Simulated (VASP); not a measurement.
A run of VASP 6.6.1:

File INCAR:

```
PREC = Accurate
ENCUT = 600
EDIFF = 1E-7
ISMEAR = 0
SIGMA = 0.1
LREAL = F
LASPH = T
NELM = 80
ALGO = Normal
ISIF = 3
LWAVE = F
LCHARG = F
GGA = PE
IBRION = 2
NSW = 90
EDIFFG = -0.04
```

The input KPOINTS:

```
regular mesh
0
Gamma
  4 4 4
```

POSCAR

```
Si3P4
1.0
   -3.9828081900      3.9828081900      3.9828081900
    3.9828081900     -3.9828081900      3.9828081900
    3.9828081900      3.9828081900     -3.9828081900
Si P
6 8
Direct
    0.2500000000      0.1250000000      0.8750000000
    0.8750000000      0.2500000000      0.1250000000
    0.7500000000      0.3750000000      0.6250000000
    0.6250000000      0.7500000000      0.3750000000
    0.1250000000      0.8750000000      0.2500000000
    0.3750000000      0.6250000000      0.7500000000
    0.5551999800      0.5551999800      0.5551999800
    0.4448000200      0.5000000000      0.0000000000
    0.5000000000      0.0000000000      0.9448000200
    0.0000000000      0.4448000200      0.5000000000
    0.9448000200      0.5000000000      0.0000000000
    0.0551999800      0.0551999800      0.0551999800
    0.0000000000      0.9448000200      0.5000000000
    0.5000000000      0.0000000000      0.4448000200
```

Potentials or basis: VASP PAW PBE potentials, release 64 (Si, P).

Command:

```sh
$ cat potpaw_PBE.64/Si/POTCAR potpaw_PBE.64/P/POTCAR > POTCAR
$ mpirun -np 1 vasp_std > vasp.out
```

Hardware: 1 thread of Intel(R) Xeon(R) 6975P-C (Granite Rapids), on a shared host.

How long does it take, and how much memory?

It took 13 min on 1 thread of Intel(R) Xeon(R) 6975P-C (Granite Rapids), with other jobs on the host, peak memory 0.48 GiB. Counts: scf iterations 155, k points 8, ion steps 15.
